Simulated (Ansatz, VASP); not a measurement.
**SnO2 in VASP and in Ansatz**

```
CELL_PARAMETERS angstrom
3.25198 0.00000 0.00000
-1.62599 2.81629 0.00000
0.00000 0.00000 10.86202
ATOMIC_POSITIONS crystal
Sn 0.00000 0.00000 0.50000
Sn 0.00000 0.00000 0.00000
O 0.66667 0.33333 0.40586
O 0.66667 0.33333 0.09414
O 0.33333 0.66667 0.59414
O 0.33333 0.66667 0.90586
```

Alike in both runs: task single point; functional PBEsol; dispersion D4; k mesh 12 × 12 × 2; no spin polarisation.

```csv
,VASP,Ansatz
version,VASP 6.6.1,Ansatz 0.2.0
potentials or method,"VASP PAW PBE potentials, release 64 (Sn_d, O), cutoff 520 eV","plane waves, PAW"
occupations,"gaussian, width 0.01 eV",fixed
valence electrons in the cell,52,52
```

```csv
,VASP,Ansatz,Ansatz less VASP
pressure (GPa),-7.2,-7.6,-0.46
"traceless stress, the component that is largest in VASP (GPa)",2.82,3.14,+0.321
```

VASP's potentials were made for PBE, not for PBEsol. Ansatz's warnings: structure snapped to symmetry.
